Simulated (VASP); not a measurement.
# Ag (Cmcm) in VASP: further runs

Runs on Ag. Level: r2SCAN. Tasks: single point.

Program: VASP 6.6.1. These are calculated values, not measurements. Logs are shortened: lines on timing, memory, paths and dates and some standing lists are left out, and cuts for length are marked.

## (1) The cell of the first run

The structure is orthorhombic, space group Cmcm (No. 63). The conventional cell has a = 3.311 Å, b = 4.683 Å, c = 4.683 Å, α = 90.00°, β = 90.00°, γ = 90.00°. Ag (site symmetry m2m) has 14 Ag at 2.87 to 3.61 Å within 3.8 Å.

## (2) Single point, r2SCAN

File POSCAR:

```
Ag
1.0
   -1.6556540000      1.6556540000      1.6556540000
    1.6556540000     -1.6556540000      1.6556540000
    3.3113080000      3.3113080000      0.0000000000
Ag
2
Direct
    0.0427086083     -0.0427086083      0.0000000000
    0.4572913917      0.5427086083      0.5000000000
```

File INCAR.step1:

```
ALGO = Normal ; EDIFF = 1E-4
ENCUT = 520 ; GGA = PE
ISMEAR = 0 ; LASPH = True
LCHARG = False ; LREAL = False
LWAVE = True ; NBANDS = 18
NELM = 60 ; PREC = Accurate
SIGMA = 0.15
```

File INCAR.step2:

```
ALGO = Normal ; EDIFF = 1E-6
ENCUT = 520 ; ISIF = 2
ISMEAR = 0 ; ISTART = 1
LASPH = True ; LCHARG = True
LELF = True ; LMIXTAU = True
LREAL = False ; LVHAR = True
LWAVE = False ; METAGGA = R2SCAN
NBANDS = 18 ; NELM = 60
PREC = Accurate ; SIGMA = 0.15
```

File KPOINTS:

```
k-points
0
Gamma
  18 18 10
```

Potentials or basis: VASP PAW PBE potentials, release 64 (Ag).

Command:

```bash
> cat potpaw_PBE.64/Ag/POTCAR > POTCAR
> cp INCAR.step1 INCAR
> mpirun -np 1 vasp_std > vasp.out
> cp INCAR.step2 INCAR
> mpirun -np 1 vasp_std > vasp.out
```

OUTCAR:

```text
EDIFF = 1E-6
   ENCUT = 520
   ISIF = 2
   ISMEAR = 0
   ISTART = 1
   LASPH = True
   LREAL = False
   METAGGA = R2SCAN
   NELM = 60
   PREC = Accurate

 ion  position               nearest neighbor table
   1  0.043  0.957  0.000-   2 2.90   2 2.90   2 2.90   2 2.90   2 3.04   2 3.04   2 3.61   2 3.61

   2  0.457  0.543  0.500-   1 2.90   1 2.90   1 2.90   1 2.90   1 3.04   1 3.04   1 3.61   1 3.61

  LATTYP: Found a base centered orthorhombic cell.
 ALAT       =     3.3113080000
 B/A-ratio  =     1.4142135624
 C/A-ratio  =     1.4142135624

  Lattice vectors:

 A1 = (  -1.6556540000,   1.6556540000,   1.6556540000)
 A2 = (   1.6556540000,  -1.6556540000,   1.6556540000)
 A3 = (   3.3113080000,   3.3113080000,   0.0000000000)

Analysis of symmetry for initial positions (statically):
=====================================================================
 Subroutine PRICEL returns:
 Original cell was already a primitive cell.

 Routine SETGRP: Setting up the symmetry group for a
 base centered orthorhombic supercell.

 Subroutine GETGRP returns: Found  8 space group operations
 (whereof  4 operations were pure point group operations)
 out of a pool of  8 trial point group operations.

The static configuration has the point symmetry C_2v.
 The point group associated with its full space group is D_2h.

Analysis of symmetry for dynamics (positions and initial velocities):
=====================================================================
 Subroutine PRICEL returns:
 Original cell was already a primitive cell.

 Routine SETGRP: Setting up the symmetry group for a
 base centered orthorhombic supercell.

 Subroutine GETGRP returns: Found  8 space group operations
 (whereof  4 operations were pure point group operations)
 out of a pool of  8 trial point group operations.

The dynamic configuration has the point symmetry C_2v.
 The point group associated with its full space group is D_2h.

 Subroutine INISYM returns: Found  8 space group operations
 (whereof  4 operations are pure point group operations),
 and found     1 'primitive' translations

----------------------------------------------------------------------------------------

                                     Primitive cell

  volume of cell :      36.3077

  direct lattice vectors                    reciprocal lattice vectors
    -1.655654000  1.655654000  1.655654000    -0.150997733  0.150997733  0.301995465
     1.655654000 -1.655654000  1.655654000     0.150997733 -0.150997733  0.301995465
     3.311308000  3.311308000  0.000000000     0.150997733  0.150997733  0.000000000

  length of vectors
     2.867676848  2.867676848  4.682896683     0.369867397  0.369867397  0.213543041

  position of ions in fractional coordinates (direct lattice)
     0.042708608  0.957291392  0.000000000
     0.457291392  0.542708608  0.500000000

  ion indices of the primitive-cell ions
   primitive index   ion index
                 1           1
                 2           2

----------------------------------------------------------------------------------------

 KPOINTS: k-points

Automatic generation of k-mesh.
 Grid dimensions read from file:
 generate k-points for:   18   18   10

 Generating k-lattice:

  Cartesian coordinates                     Fractional coordinates (reciprocal lattice)
    -0.008388763  0.008388763  0.016777526     0.055555556  0.000000000  0.000000000
     0.008388763 -0.008388763  0.016777526     0.000000000  0.055555556  0.000000000
     0.015099773  0.015099773  0.000000000     0.000000000  0.000000000  0.100000000

  Length of vectors
     0.020548189  0.020548189  0.021354304

  Shift w.r.t. Gamma in fractional coordinates (k-lattice)
     0.000000000  0.000000000  0.000000000

 Subroutine IBZKPT returns following result:
 ===========================================

 Found    546 irreducible k-points:

 Following reciprocal coordinates:
            Coordinates               Weight
  0.000000  0.000000  0.000000      1.000000
  0.055556  0.000000  0.000000      4.000000
  0.111111  0.000000  0.000000      4.000000
  0.166667  0.000000  0.000000      4.000000
  0.222222  0.000000  0.000000      4.000000
  0.277778  0.000000  0.000000      4.000000
[... 16 lines left out ...]
 -0.277778  0.055556  0.000000      4.000000
 -0.222222  0.055556  0.000000      4.000000
 [... further k-points ...]
   k-points           NKPTS =    546   k-points in BZ     NKDIM =    546   number of bands    NBANDS=     18
   number of dos      NEDOS =    301   number of ions     NIONS =      2
   total plane-waves  NPLWV =  20736
   dimension x,y,z NGX =    24 NGY =   24 NGZ =   36
   dimension x,y,z NGXF=    48 NGYF=   48 NGZF=   72
   ions per type =               2
   NGX,Y,Z   is equivalent  to a cutoff of  13.91, 13.91, 12.78 a.u.
   NGXF,Y,Z  is equivalent  to a cutoff of  27.83, 27.83, 25.56 a.u.
 SYSTEM =  unknown system
   PREC   = accura    normal or accurate (medium, high low for compatibility)
   ISTART =      1    job   : 0-new  1-cont  2-samecut
   ICHARG =      0    charge: 1-file 2-atom 10-const
   ISPIN  =      1    spin polarized calculation?
   LNONCOLLINEAR =      F non collinear calculations
   LSORBIT =      F    spin-orbit coupling
   LASPH  =      T    aspherical Exc in radial PAW
   ENCUT  =  520.0 eV  38.22 Ry    6.18 a.u.   5.33  5.33  8.71*2*pi/ulx,y,z
   NELM   =     60;   NELMIN=  2; NELMDL=  0     # of ELM steps
   EDIFF  = 0.1E-05   stopping-criterion for ELM
   LREAL  =      F    real-space projection
   EDIFFG = 0.1E-04   stopping-criterion for IOM
   NSW    =      0    number of steps for IOM
   IBRION =     -1    ionic relax: 0-MD 1-quasi-New 2-CG
   NFREE  =      0    steps in history (QN), initial steepest desc. (CG)
   ISIF   =      2    stress and relaxation
   ISYM   =      2    0-nonsym 1-usesym 2-fastsym
   POTIM  = 0.5000    time-step for ionic-motion
   TEBEG  =    0.0;   TEEND  =   0.0 temperature during run
   PSTRESS=    0.0 pullay stress
   NELECT =      22.0000    total number of electrons
   NUPDOWN=      -1.0000    fix difference up-down
   EMIN   =  10.00;   EMAX   =-10.00  energy-range for DOS
   EFERMI =   0.00;   METHOD = LEGACY
   ISMEAR =     0;   SIGMA  =   0.15  broadening in eV -4-tet -1-fermi 0-gaus
   EFERMI_NEDOS =   21; number of points for ismear=-14 and -15
   IALGO  =     38    algorithm
   IMIX   =      4    mixing-type and parameters
     AMIX     =   0.40;   BMIX     =  1.00
     AMIX_MAG =   1.60;   BMIX_MAG =  1.00
  volume/ion in A,a.u.               =      18.15       122.51
  Fermi-wavevector in a.u.,A,eV,Ry     =   1.385318  2.617871 26.111022  1.919106
  Thomas-Fermi vector in A             =   2.509739
   LORBIT       =      0    0 simple, 1 ext, 2 COOP (PROOUT), +10 PAW based schemes
   METAGGA = R2SCAN    functional components
   LHFCALC =     F    Hartree Fock is set to
   AEXX    =    0.0000 exact exchange contribution
   IVDW    =     0    specifies the selected vdW correction
   LEPSILON=     F    determine dielectric tensor
   LRPA    =     F    only Hartree local field effects (RPA)
 non-spin polarized calculation
 Gauss-broadening in eV      SIGMA  =   0.15
  energy-cutoff  :      520.00
  volume of cell :       36.31
 maximum number of plane-waves:       993
 NGX is ok and might be reduce to    24
   NGX = 11   NGY = 11   NGZ = 17

 number of electron      22.0000005 magnetization

 Free energy of the ion-electron system (eV)
  ---------------------------------------------------
  ext. energy  EPLUGINS =         0.00000000
  ---------------------------------------------------
  free energy    TOTEN  =       -42.63936421 eV

  energy without entropy =      -42.63314201  energy(sigma->0) =      -42.63625311

 E-fermi :   7.6414     XC(G=0): -12.5321

 val. band max:        7.6311662262   @ k =   0.1111   0.1111   0.2000
 cond. band min:       7.6444131442   @ k =  -0.4444   0.1667   0.5000
 fundamental gap:      0.0132469180
 Fermi energy:         7.6413604922

 k-point     1 :       0.0000    0.0000    0.0000
  band No.  band energies     occupation
      1       0.1122      2.00000
      2       1.2429      2.00000
      3       1.8947      2.00000
      4       2.4968      2.00000
      5       2.6974      2.00000
      6       2.7254      2.00000
[... 10 lines left out ...]
     17      26.1360      0.00000
     18      26.4886      0.00000

 k-point     2 :       0.0556    0.0000    0.0000
  band No.  band energies     occupation
      1       0.1873      2.00000
      2       1.2832      2.00000
      3       1.9082      2.00000
      4       2.5118      2.00000
      5       2.7163      2.00000
      6       2.7177      2.00000
[... 10 lines left out ...]
     17      26.0956      0.00000
     18      26.3098      0.00000

 k-point     3 :       0.1111    0.0000    0.0000
  band No.  band energies     occupation
      1       0.4063      2.00000
      2       1.3915      2.00000
      3       1.9506      2.00000
      4       2.5306      2.00000
      5       2.6856      2.00000
      6       2.8092      2.00000
[... 10 lines left out ...]
     17      25.8491      0.00000
     18      26.3534      0.00000

 k-point     4 :       0.1667    0.0000    0.0000
  band No.  band energies     occupation
      1       0.7458      2.00000
      2       1.5241      2.00000
      3       2.0356      2.00000
      4       2.5319      2.00000
      5       2.6221      2.00000
      6       3.0090      2.00000
[... 375 lines left out ...]
      4       2.5257      2.00000
      5       2.6123      2.00000
      6       2.7191      2.00000
[... 10 lines left out ...]
     17      21.7708      0.00000
     18      25.0186      0.00000

 k-point    23 :      -0.2778    0.0556    0.0000
  band No.  band energies     occupation
      1       1.4750      2.00000
      2       1.7108      2.00000
      3       2.3381      2.00000
      4       2.3426      2.00000
      5       2.5308      2.00000
      6       2.8765      2.00000
[... 10 lines left out ...]
     17      22.7419      0.00000
     18      24.8625      0.00000

 k-point    24 :      -0.2222    0.0556    0.0000
  band No.  band energies     occupation
      1       1.0745      2.00000
      2       1.6448      2.00000
      3       2.2103      2.00000
      4       2.4861      2.00000
      5       2.5289      2.00000
      6       3.0811      2.00000
[... 10 lines left out ...]
     17      23.8547      0.00000
     18      25.2312      0.00000

 [... further k-points ...]

------------------------ aborting loop because EDIFF is reached ----------------------------------------

  FORCE on cell =-STRESS in cart. coord.  units (eV):
  Direction    XX          YY          ZZ          XY          YZ          ZX
  --------------------------------------------------------------------------------------
  -------------------------------------------------------------------------------------
  Total       -0.7013508     -0.7013508     -0.9553826     -0.1579183     -0.0000000      0.0000000
  in kB      -30.9490372    -30.9490372    -42.1588897     -6.9685788     -0.0000000      0.0000000
  external PRESSURE =     -34.6856547 kB  Pullay stress =       0.0000000 kB

 VOLUME and BASIS-vectors are now :
 -----------------------------------------------------------------------------
  energy-cutoff  :      520.00
  volume of cell :       36.31
      direct lattice vectors                 reciprocal lattice vectors
    -1.655654000  1.655654000  1.655654000    -0.150997733  0.150997733  0.301995465
     1.655654000 -1.655654000  1.655654000     0.150997733 -0.150997733  0.301995465
     3.311308000  3.311308000  0.000000000     0.150997733  0.150997733  0.000000000

 POSITION                                       TOTAL-FORCE (eV/Angst)
 -----------------------------------------------------------------------------------
      1.51423     -1.51423      1.65565        -0.000624      0.000624      0.000000
      1.79708      1.51423      1.65565         0.000624     -0.000624      0.000000
 -----------------------------------------------------------------------------------
    total drift:                               -0.000000      0.000000      0.000000

  FREE ENERGIE OF THE ION-ELECTRON SYSTEM (eV)
  ---------------------------------------------------
  free  energy   TOTEN  =       -42.6393642145 eV

  energy  without entropy=      -42.6331420108  energy(sigma->0) =      -42.63625311
```

It took 25 min on 1 thread of Oxide Virtual Turin-like, shared host; peak memory 0.36 GiB.

What came out:

```yaml
Free_energy: -42.6394 eV
Pressure: -3.5 GPa
Band_gap_on_the_k_mesh: zero (bands 11 and 12 overlap by 7.62 eV)
```

Caveat: the cell stands under tension; the PAW data sets were made with another functional, which shifts forces and pressure a little.

## (3) Single point, r2SCAN

File POSCAR:

```
Ag
1.0
   -1.6556540000      1.6556540000      1.6556540000
    1.6556540000     -1.6556540000      1.6556540000
    3.3113080000      3.3113080000      0.0000000000
Ag
2
Direct
   -0.0213543041      0.0213543041      0.0000000000
    0.5213543041      0.4786456959      0.5000000000
```

File INCAR.step1:

```
  PREC = Accurate
  ENCUT = 520
  ISMEAR = 0
  SIGMA = 0.15
  LREAL = F
  LASPH = T
  NELM = 100
  NBANDS = 18
  GGA = PE
  ALGO = Normal
  EDIFF = 1E-4
  LWAVE = T
  LCHARG = F
```

File INCAR.step2:

```
  PREC = Accurate
  ENCUT = 520
  EDIFF = 1E-6
  ISMEAR = 0
  SIGMA = 0.15
  LREAL = F
  LASPH = T
  NELM = 100
  ALGO = Normal
  ISIF = 2
  LWAVE = F
  LCHARG = T
  METAGGA = R2SCAN
  LMIXTAU = T
  LELF = T
  LVHAR = T
  NBANDS = 18
  ISTART = 1
```

File KPOINTS:

```
Automatic mesh
0
Gamma
  18 18 10
```

Potentials or basis: VASP PAW PBE potentials, release 64 (Ag).

Command:

```bash
> cat potpaw_PBE.64/Ag/POTCAR > POTCAR
> cp INCAR.step1 INCAR
> mpirun -np 1 vasp_std > vasp.out
> cp INCAR.step2 INCAR
> mpirun -np 1 vasp_std > vasp.out
```

OUTCAR:

```text
PREC = Accurate
   ENCUT = 520
   EDIFF = 1E-6
   ISMEAR = 0
   LREAL = F
   LASPH = T
   NELM = 100
   ISIF = 2
   METAGGA = R2SCAN
   ISTART = 1

 ion  position               nearest neighbor table
   1  0.979  0.021  0.000-   2 2.87   2 2.87   2 2.87   2 2.87   2 3.17   2 3.17   2 3.46   2 3.46

   2  0.521  0.479  0.500-   1 2.87   1 2.87   1 2.87   1 2.87   1 3.17   1 3.17   1 3.46   1 3.46

  LATTYP: Found a base centered orthorhombic cell.
 ALAT       =     3.3113080000
 B/A-ratio  =     1.4142135624
 C/A-ratio  =     1.4142135624

  Lattice vectors:

 A1 = (  -1.6556540000,   1.6556540000,   1.6556540000)
 A2 = (   1.6556540000,  -1.6556540000,   1.6556540000)
 A3 = (   3.3113080000,   3.3113080000,   0.0000000000)

Analysis of symmetry for initial positions (statically):
=====================================================================
 Subroutine PRICEL returns:
 Original cell was already a primitive cell.

 Routine SETGRP: Setting up the symmetry group for a
 base centered orthorhombic supercell.

 Subroutine GETGRP returns: Found  8 space group operations
[... 164 lines left out ...]
  free energy    TOTEN  =       -42.63625326 eV

  energy without entropy =      -42.62979362  energy(sigma->0) =      -42.63302344

 E-fermi :   7.6528     XC(G=0): -12.5342

 val. band max:        7.6511644013   @ k =   0.5000   0.3889   0.0000
 cond. band min:       7.6762647198   @ k =   0.3889   0.0000   0.4000
 fundamental gap:      0.0251003186
 Fermi energy:         7.6528448673

 k-point     1 :       0.0000    0.0000    0.0000
  band No.  band energies     occupation
      1       0.1142      2.00000
      2       1.2449      2.00000
      3       1.8651      2.00000
      4       2.5496      2.00000
      5       2.6048      2.00000
      6       2.6075      2.00000
[... 481 lines left out ...]
      5       2.4393      2.00000
      6       3.0506      2.00000
[... 10 lines left out ...]
     17      23.7067      0.00000
     18      25.2174      0.00000

 [... further k-points ...]

------------------------ aborting loop because EDIFF is reached ----------------------------------------

  FORCE on cell =-STRESS in cart. coord.  units (eV):
  Direction    XX          YY          ZZ          XY          YZ          ZX
  --------------------------------------------------------------------------------------
  -------------------------------------------------------------------------------------
  Total       -0.7878244     -0.7878244     -0.8428538     -0.0821345     -0.0000000      0.0000000
  in kB      -34.7649220    -34.7649220    -37.1932486     -3.6244131     -0.0000000      0.0000000
  external PRESSURE =     -35.5743642 kB  Pullay stress =       0.0000000 kB

 VOLUME and BASIS-vectors are now :
 -----------------------------------------------------------------------------
  energy-cutoff  :      520.00
  volume of cell :       36.31
      direct lattice vectors                 reciprocal lattice vectors
    -1.655654000  1.655654000  1.655654000    -0.150997733  0.150997733  0.301995465
     1.655654000 -1.655654000  1.655654000     0.150997733 -0.150997733  0.301995465
     3.311308000  3.311308000  0.000000000     0.150997733  0.150997733  0.000000000

 POSITION                                       TOTAL-FORCE (eV/Angst)
 -----------------------------------------------------------------------------------
     -1.58494      1.58494      1.65565         0.014498     -0.014498      0.000000
      1.58494      1.72636      1.65565        -0.014498      0.014498      0.000000
 -----------------------------------------------------------------------------------
    total drift:                                0.000000      0.000000     -0.000000

  FREE ENERGIE OF THE ION-ELECTRON SYSTEM (eV)
  ---------------------------------------------------
  free  energy   TOTEN  =       -42.6362532630 eV

  energy  without entropy=      -42.6297936246  energy(sigma->0) =      -42.63302344
```

Run time: 25 min. Hardware: 1 thread of Oxide Virtual Turin-like, shared host; peak memory 0.36 GiB.

What came out:

* Free energy: -42.6363 eV
* Pressure: -3.6 GPa
* Largest force: 0.021 eV/Å
* Band gap on the k mesh: zero (bands 11 and 12 overlap by 8.11 eV)

Forces in eV/Å, atoms in the order of the input:
```
Ag   0.014 -0.014  0.000
Ag  -0.014  0.014  0.000
```

Levels at points of the mesh, in eV from the Fermi level:
```
           k point  band 8  band 9  band 10  band 11  band 12  band 13  band 14  band 15
(0.00, 0.00, 0.00)   -3.92   -3.88    -3.72    -2.98     0.11     3.87    13.67    14.54
(0.50, 0.00, 0.00)   -3.70   -3.65    -3.57     0.03     0.30     7.45     7.96     8.02
(0.50, 0.50, 0.00)   -3.17   -3.14    -2.95     0.19     3.76     6.99     7.12     7.13
(0.00, 0.00, 0.50)   -4.15   -4.08    -4.08    -3.72    -3.72    11.92    11.92    15.87
(0.50, 0.00, 0.50)   -3.76   -2.96    -2.96     0.13     0.13     3.85     3.85    13.70
(0.50, 0.50, 0.50)   -4.06   -3.04    -3.04     3.16     3.16     4.80     4.80    10.12
```

Caveat: the cell stands under tension; the PAW data sets were made with another functional, which shifts forces and pressure a little.

The gap in the log of VASP goes by the Fermi energy; the results here count the filled bands.